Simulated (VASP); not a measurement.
# MgO (Fm-3m) in VASP: single point with LDA

Aim: the single point of MgO with LDA.

Everything below comes from runs of VASP 6.6.1. Logs are shortened: lines on timing, memory, paths and dates and some standing lists are left out, and cuts for length are marked.

**Measured values to compare with.**

From “Electronic structure of alkaline earth and post-transition metal oxides”, 2009, arxiv:0908.1581, for a bulk crystal of MgO: band gap 7.83 eV.

The results are compared with them further down.

### 1 The cell of the first run

Symmetry: Fm-3m, No. 225, cubic system. The conventional cell has a = 4.163 Å, b = 4.163 Å, c = 4.163 Å, α = 90.00°, β = 90.00°, γ = 90.00°. Mg (site symmetry m-3m) has 6 O at 2.08 Å within 2.8 Å. O (site symmetry m-3m) has 6 Mg at 2.08 Å within 2.8 Å.

### 2 Single point, LDA

The input, INCAR:

```
SYSTEM = MgO
  ALGO = Normal
  EDIFF = 1E-6
  ENCUT = 840
  GGA = CA
  GGA_COMPAT = .FALSE.
  ISIF = 2
  ISMEAR = 0
  LASPH = .TRUE.
  LCHARG = .TRUE.
  LELF = .TRUE.
  LREAL = .FALSE.
  LVHAR = .TRUE.
  LWAVE = .FALSE.
  NBANDS = 15
  NELM = 120
  PREC = Accurate
  SIGMA = 0.1
```

The input, KPOINTS:

```
k-points
0
G
  8 8 8
  0 0 0
```

The input, POSCAR:

```
MgO
1.0
    0.0000000000      2.0815711844      2.0815711844
    2.0815711844      0.0000000000      2.0815711844
    2.0815711844      2.0815711844      0.0000000000
Mg O
1 1
Direct
    0.0000000000      0.0000000000      0.0000000000
    0.5000000000      0.5000000000      0.5000000000
```

Potentials or basis: VASP PAW LDA potentials, release 64 (Mg_sv, O).

The run is started by

```
> cat potpaw_LDA.64/Mg_sv/POTCAR potpaw_LDA.64/O/POTCAR > POTCAR
> mpirun -np 1 vasp_std > vasp.out
```

OUTCAR:

```text
SYSTEM = MgO
   EDIFF = 1E-6
   ENCUT = 840
   GGA = CA
   ISIF = 2
   ISMEAR = 0
   LASPH = .TRUE.
   LREAL = .FALSE.
   NELM = 120
   PREC = Accurate

 ion  position               nearest neighbor table
   1  0.000  0.000  0.000-   2 2.08   2 2.08   2 2.08   2 2.08   2 2.08   2 2.08
   2  0.500  0.500  0.500-   1 2.08   1 2.08   1 2.08   1 2.08   1 2.08   1 2.08

  LATTYP: Found a face centered cubic cell.
 ALAT       =     4.1631423688

  Lattice vectors:

 A1 = (   0.0000000000,   2.0815711844,   2.0815711844)
 A2 = (   2.0815711844,   0.0000000000,   2.0815711844)
 A3 = (   2.0815711844,   2.0815711844,   0.0000000000)

Analysis of symmetry for initial positions (statically):
=====================================================================
 Subroutine PRICEL returns:
 Original cell was already a primitive cell.

 Routine SETGRP: Setting up the symmetry group for a
 face centered cubic supercell.

 Subroutine GETGRP returns: Found 48 space group operations
 (whereof 48 operations were pure point group operations)
 out of a pool of 48 trial point group operations.

The static configuration has the point symmetry O_h .

Analysis of symmetry for dynamics (positions and initial velocities):
=====================================================================
 Subroutine PRICEL returns:
 Original cell was already a primitive cell.

 Routine SETGRP: Setting up the symmetry group for a
 face centered cubic supercell.

 Subroutine GETGRP returns: Found 48 space group operations
 (whereof 48 operations were pure point group operations)
 out of a pool of 48 trial point group operations.

The dynamic configuration has the point symmetry O_h .

 Subroutine INISYM returns: Found 48 space group operations
 (whereof 48 operations are pure point group operations),
 and found     1 'primitive' translations

----------------------------------------------------------------------------------------

                                     Primitive cell

  volume of cell :      18.0386

  direct lattice vectors                    reciprocal lattice vectors
     0.000000000  2.081571184  2.081571184    -0.240203171  0.240203171  0.240203171
     2.081571184  0.000000000  2.081571184     0.240203171 -0.240203171  0.240203171
     2.081571184  2.081571184  0.000000000     0.240203171  0.240203171 -0.240203171

  length of vectors
     2.943786200  2.943786200  2.943786200     0.416044097  0.416044097  0.416044097

  position of ions in fractional coordinates (direct lattice)
     0.000000000  0.000000000  0.000000000
     0.500000000  0.500000000  0.500000000

  ion indices of the primitive-cell ions
   primitive index   ion index
                 1           1
                 2           2

----------------------------------------------------------------------------------------

 KPOINTS: k-points

Automatic generation of k-mesh.
 Grid dimensions read from file:
 generate k-points for:    8    8    8

 Generating k-lattice:

  Cartesian coordinates                     Fractional coordinates (reciprocal lattice)
    -0.030025396  0.030025396  0.030025396     0.125000000  0.000000000  0.000000000
     0.030025396 -0.030025396  0.030025396     0.000000000  0.125000000  0.000000000
     0.030025396  0.030025396 -0.030025396     0.000000000  0.000000000  0.125000000

  Length of vectors
     0.052005512  0.052005512  0.052005512

  Shift w.r.t. Gamma in fractional coordinates (k-lattice)
     0.000000000  0.000000000  0.000000000

 Subroutine IBZKPT returns following result:
 ===========================================

 Found     29 irreducible k-points:

 Following reciprocal coordinates:
            Coordinates               Weight
  0.000000  0.000000  0.000000      1.000000
  0.125000  0.000000  0.000000      8.000000
  0.250000  0.000000  0.000000      8.000000
  0.375000  0.000000  0.000000      8.000000
  0.500000  0.000000  0.000000      4.000000
  0.125000  0.125000  0.000000      6.000000
[... 16 lines left out ...]
  0.500000  0.250000  0.125000     48.000000
 -0.375000  0.250000  0.125000     24.000000
 [... further k-points ...]
   k-points           NKPTS =     29   k-points in BZ     NKDIM =     29   number of bands    NBANDS=     15
   number of dos      NEDOS =    301   number of ions     NIONS =      2
   total plane-waves  NPLWV =  21952
   dimension x,y,z NGX =    28 NGY =   28 NGZ =   28
   dimension x,y,z NGXF=    56 NGYF=   56 NGZF=   56
   ions per type =               1   1
   NGX,Y,Z   is equivalent  to a cutoff of  15.81, 15.81, 15.81 a.u.
   NGXF,Y,Z  is equivalent  to a cutoff of  31.63, 31.63, 31.63 a.u.
 SYSTEM =  MgO
   PREC   = accura    normal or accurate (medium, high low for compatibility)
   ISTART =      0    job   : 0-new  1-cont  2-samecut
   ICHARG =      2    charge: 1-file 2-atom 10-const
   ISPIN  =      1    spin polarized calculation?
   LNONCOLLINEAR =      F non collinear calculations
   LSORBIT =      F    spin-orbit coupling
   LASPH  =      T    aspherical Exc in radial PAW
   ENCUT  =  840.0 eV  61.74 Ry    7.86 a.u.   6.96  6.96  6.96*2*pi/ulx,y,z
   NELM   =    120;   NELMIN=  2; NELMDL= -5     # of ELM steps
   EDIFF  = 0.1E-05   stopping-criterion for ELM
   LREAL  =      F    real-space projection
   EDIFFG = 0.1E-04   stopping-criterion for IOM
   NSW    =      0    number of steps for IOM
   IBRION =     -1    ionic relax: 0-MD 1-quasi-New 2-CG
   NFREE  =      0    steps in history (QN), initial steepest desc. (CG)
   ISIF   =      2    stress and relaxation
   ISYM   =      2    0-nonsym 1-usesym 2-fastsym
   POTIM  = 0.5000    time-step for ionic-motion
   TEBEG  =    0.0;   TEEND  =   0.0 temperature during run
   PSTRESS=    0.0 pullay stress
   NELECT =      16.0000    total number of electrons
   NUPDOWN=      -1.0000    fix difference up-down
   EMIN   =  10.00;   EMAX   =-10.00  energy-range for DOS
   EFERMI =   0.00;   METHOD = LEGACY
   ISMEAR =     0;   SIGMA  =   0.10  broadening in eV -4-tet -1-fermi 0-gaus
   EFERMI_NEDOS =   21; number of points for ismear=-14 and -15
   IALGO  =     38    algorithm
   IMIX   =      4    mixing-type and parameters
     AMIX     =   0.40;   BMIX     =  1.00
     AMIX_MAG =   1.60;   BMIX_MAG =  1.00
  volume/ion in A,a.u.               =       9.02        60.87
  Fermi-wavevector in a.u.,A,eV,Ry     =   1.572945  2.972435 33.662939  2.474156
  Thomas-Fermi vector in A             =   2.674303
   LORBIT       =      0    0 simple, 1 ext, 2 COOP (PROOUT), +10 PAW based schemes
   GGA     = CA    functional components
   LHFCALC =     F    Hartree Fock is set to
   AEXX    =    0.0000 exact exchange contribution
   IVDW    =     0    specifies the selected vdW correction
   LEPSILON=     F    determine dielectric tensor
   LRPA    =     F    only Hartree local field effects (RPA)
 non-spin polarized calculation
 Gauss-broadening in eV      SIGMA  =   0.10
  energy-cutoff  :      840.00
  volume of cell :       18.04
 maximum number of plane-waves:      1012
   NGX = 13   NGY = 13   NGZ = 13

 number of electron      15.9999996 magnetization

 Free energy of the ion-electron system (eV)
  ---------------------------------------------------
  ext. energy  EPLUGINS =         0.00000000
  ---------------------------------------------------
  free energy    TOTEN  =       -13.23362096 eV

  energy without entropy =      -13.23362096  energy(sigma->0) =      -13.23362096

 E-fermi :   3.5549     XC(G=0): -12.1156

 val. band max:        2.8388790865   @ k =   0.0000   0.0000   0.0000
 cond. band min:       7.8550472758   @ k =   0.0000   0.0000   0.0000
 fundamental gap:      5.0161681893
 Fermi energy:         3.5549366152

 k-point     1 :       0.0000    0.0000    0.0000
  band No.  band energies     occupation
      1     -68.3845      2.00000
      2     -35.8413      2.00000
      3     -35.8413      2.00000
      4     -35.8413      2.00000
      5     -14.3315      2.00000
      6       2.8389      2.00000
      7       2.8389      2.00000
      8       2.8389      2.00000
      9       7.8550      0.00000
     10      18.5591      0.00000
     11      18.5591      0.00000
     12      18.5591      0.00000
     13      22.6801      0.00000
     14      24.3566      0.00000
     15      24.3566      0.00000

 k-point     2 :       0.1250    0.0000    0.0000
  band No.  band energies     occupation
      1     -68.3829      2.00000
      2     -35.8569      2.00000
      3     -35.8428      2.00000
      4     -35.8428      2.00000
      5     -14.1458      2.00000
      6       1.8624      2.00000
      7       2.7265      2.00000
      8       2.7265      2.00000
      9       8.7546      0.00000
     10      16.8997      0.00000
     11      18.9382      0.00000
     12      18.9382      0.00000
     13      23.4277      0.00000
     14      23.4277      0.00000
     15      24.9029      0.00000

 k-point     3 :       0.2500    0.0000    0.0000
  band No.  band energies     occupation
      1     -68.3790      2.00000
      2     -35.8943      2.00000
      3     -35.8466      2.00000
      4     -35.8466      2.00000
      5     -13.6610      2.00000
      6       0.0814      2.00000
      7       2.4682      2.00000
      8       2.4682      2.00000
      9      10.1495      0.00000
     10      15.4181      0.00000
     11      19.4933      0.00000
     12      19.4933      0.00000
     13      23.0341      0.00000
     14      23.0341      0.00000
     15      25.1131      0.00000

 k-point     4 :       0.3750    0.0000    0.0000
  band No.  band energies     occupation
      1     -68.3751      2.00000
      2     -35.9313      2.00000
      3     -35.8503      2.00000
      4     -35.8503      2.00000
      5     -13.1086      2.00000
      6      -1.4175      2.00000
      7       2.2257      2.00000
      8       2.2257      2.00000
      9      10.7527      0.00000
     10      15.3574      0.00000
     11      19.3660      0.00000
     12      19.3660      0.00000
     13      24.3139      0.00000
     14      24.3566      0.00000
     15      24.3566      0.00000
[... 307 lines left out ...]
 k-point    22 :       0.3750    0.2500    0.1250
  band No.  band energies     occupation
      1     -68.3760      2.00000
      2     -35.9016      2.00000
      3     -35.8651      2.00000
      4     -35.8521      2.00000
      5     -13.3226      2.00000
      6      -0.2954      2.00000
      7       1.6191      2.00000
      8       2.1785      2.00000
      9      11.5709      0.00000
     10      14.2499      0.00000
     11      18.0281      0.00000
     12      20.4864      0.00000
     13      20.9893      0.00000
     14      25.3677      0.00000
     15      28.8997      0.00000

 k-point    23 :       0.5000    0.2500    0.1250
  band No.  band energies     occupation
      1     -68.3729      2.00000
      2     -35.9210      2.00000
      3     -35.8749      2.00000
      4     -35.8574      2.00000
      5     -12.8943      2.00000
      6      -1.0402      2.00000
      7       1.0133      2.00000
      8       1.9102      2.00000
      9      12.4763      0.00000
     10      14.5398      0.00000
     11      16.8752      0.00000
     12      20.1041      0.00000
     13      22.6123      0.00000
     14      25.3827      0.00000
     15      29.0888      0.00000

 k-point    24 :      -0.3750    0.2500    0.1250
  band No.  band energies     occupation
      1     -68.3713      2.00000
      2     -35.9294      2.00000
      3     -35.8774      2.00000
      4     -35.8605      2.00000
      5     -12.7025      2.00000
      6      -1.3622      2.00000
      7       0.7962      2.00000
      8       1.7846      2.00000
      9      12.5904      0.00000
     10      15.1726      0.00000
     11      16.4390      0.00000
     12      19.8634      0.00000
     13      23.5058      0.00000
     14      25.0503      0.00000
     15      29.2092      0.00000

 [... further k-points ...]

------------------------ aborting loop because EDIFF is reached ----------------------------------------

  FORCE on cell =-STRESS in cart. coord.  units (eV):
  Direction    XX          YY          ZZ          XY          YZ          ZX
  --------------------------------------------------------------------------------------
  -------------------------------------------------------------------------------------
  Total        0.0136939      0.0136939      0.0136939     -0.0000000      0.0000000     -0.0000000
  in kB        1.2162783      1.2162783      1.2162783     -0.0000000      0.0000000     -0.0000000
  external PRESSURE =       1.2162783 kB  Pullay stress =       0.0000000 kB

 VOLUME and BASIS-vectors are now :
 -----------------------------------------------------------------------------
  energy-cutoff  :      840.00
  volume of cell :       18.04
      direct lattice vectors                 reciprocal lattice vectors
     0.000000000  2.081571184  2.081571184    -0.240203171  0.240203171  0.240203171
     2.081571184  0.000000000  2.081571184     0.240203171 -0.240203171  0.240203171
     2.081571184  2.081571184  0.000000000     0.240203171  0.240203171 -0.240203171

 POSITION                                       TOTAL-FORCE (eV/Angst)
 -----------------------------------------------------------------------------------
      0.00000      0.00000      0.00000        -0.000000      0.000000     -0.000000
      2.08157      2.08157      2.08157         0.000000     -0.000000      0.000000
 -----------------------------------------------------------------------------------
    total drift:                                0.000000      0.000000      0.000000

  FREE ENERGIE OF THE ION-ELECTRON SYSTEM (eV)
  ---------------------------------------------------
  free  energy   TOTEN  =       -13.2336209601 eV

  energy  without entropy=      -13.2336209601  energy(sigma->0) =      -13.23362096
```

Wall time 11 s (1 thread of Intel Xeon Platinum 8375C at 2.90GHz (Ice Lake), shared host); peak memory 0.14 GiB.

Results:

```
Free energy            : -13.2336 eV
Pressure               : 0.1 GPa
Band gap on the k mesh : 5.02 eV
```

### 3 Against experiment

Step 2. Measured gap of MgO: 7.83 eV (quoted in “Electronic structure of alkaline earth and post-transition metal oxides”, 2009, arxiv:0908.1581). This calculation gives 5.02 eV (-2.81 eV). The value is that of LDA, without temperature or zero-point motion. Semilocal functionals fall short of measured gaps as a rule.
